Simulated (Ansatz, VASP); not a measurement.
**HfC in VASP and in Ansatz**

INCAR

```
SYSTEM = HfC
ALGO = Normal
EDIFF = 1E-6
ENCUT = 520
GGA = PE
ISIF = 2
ISMEAR = 0
LASPH = .True.
LCHARG = .True.
LELF = .True.
LREAL = .False.
LVHAR = .True.
LWAVE = .False.
NBANDS = 14
NELM = 80
PREC = Accurate
SIGMA = 0.017
```

The input KPOINTS:

```
k-points
0
Gamma
  10 10 10
  0 0 0
```

Contents of POSCAR:

```
HfC
1.0
    0.0000000000      2.3250000000      2.3250000000
    2.3250000000      0.0000000000      2.3250000000
    2.3250000000      2.3250000000      0.0000000000
Hf C
1 1
Direct
    0.5000000000      0.5000000000      0.5000000000
    0.0000000000      0.0000000000      0.0000000000
```

Contents of input.yaml:

```yaml
crystal:
  lattice:
    - [0.0, 2.325, 2.325]
    - [2.325, 0.0, 2.325]
    - [2.325, 2.325, 0.0]
  atoms:
    - { symbol: Hf, position: [0.5, 0.5, 0.5] }
    - { symbol: C, position: [0.0, 0.0, 0.0] }
kpoints:
  mp_grid: { grid: [10, 10, 10] }
scf:
  occupations: { method: gaussian, width: 0.017 }
hamiltonian:
  xc: pbe
  pseudopotentials: { kind: all_electron, lapw: { basis_error: 0.001 } }
output:
  forces: true
  stress: true
  eigenvalues: true
```

Alike in both runs: task single point; functional PBE; k mesh 10 × 10 × 10; occupations gaussian, width 0.017 eV; no spin polarisation.

```csv
,VASP,Ansatz
version,VASP 6.6.1,Ansatz 0.2.0
potentials or method,"VASP PAW PBE potentials, release 64 (Hf_pv, C), cutoff 520 eV","all-electron LAPW, scalar-relativistic"
```

|  | VASP | Ansatz | Ansatz less VASP |
| --- | --- | --- | --- |
| gap on the k mesh at the Fermi level (eV) | none | none | - |
| pressure (GPa) | -0.5 | 0.3 | +0.71 |

A gap of «none» marks a metal or a gap that the smearing closes. Ansatz ran all-electron here, and VASP with PAW potentials.

Neither program's run includes spin-orbit coupling.
